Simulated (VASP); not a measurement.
A run of VASP 6.6.1 is set up as follows.

File INCAR:

```
SYSTEM = TaN
  PREC = Accurate
  ENCUT = 520
  EDIFF = 1E-6
  ISMEAR = 0
  SIGMA = 0.05
  LREAL = .False.
  LASPH = .True.
  NELM = 100
  ALGO = Normal
  ISIF = 2
  LWAVE = .False.
  LCHARG = .True.
  GGA = CA
  LELF = .True.
  LVHAR = .True.
  NBANDS = 15
```

KPOINTS

```
regular mesh
0
Gamma
  10 10 10
  0 0 0
```

File POSCAR:

```
TaN
1.0
    0.0000000000      2.2113230000      2.2113230000
    2.2113230000      0.0000000000      2.2113230000
    2.2113230000      2.2113230000      0.0000000000
Ta N
1 1
Direct
    0.5000000000      0.5000000000      0.5000000000
    0.0000000000      0.0000000000      0.0000000000
```

Potentials or basis: VASP PAW LDA potentials, release 64 (Ta_pv, N).

The run is started by

```console
$ cat potpaw_LDA.64/Ta_pv/POTCAR potpaw_LDA.64/N/POTCAR > POTCAR
$ mpirun -np 1 vasp_std > vasp.out
```

Predict the band gap on the k mesh.

zero (band 8 reaches 11.02 eV, above the bottom of band 9 at 7.11 eV).

Estimate the pressure.

-15.5 GPa.

Caveat: spin-orbit coupling is left out, which moves the levels of the heavy elements.
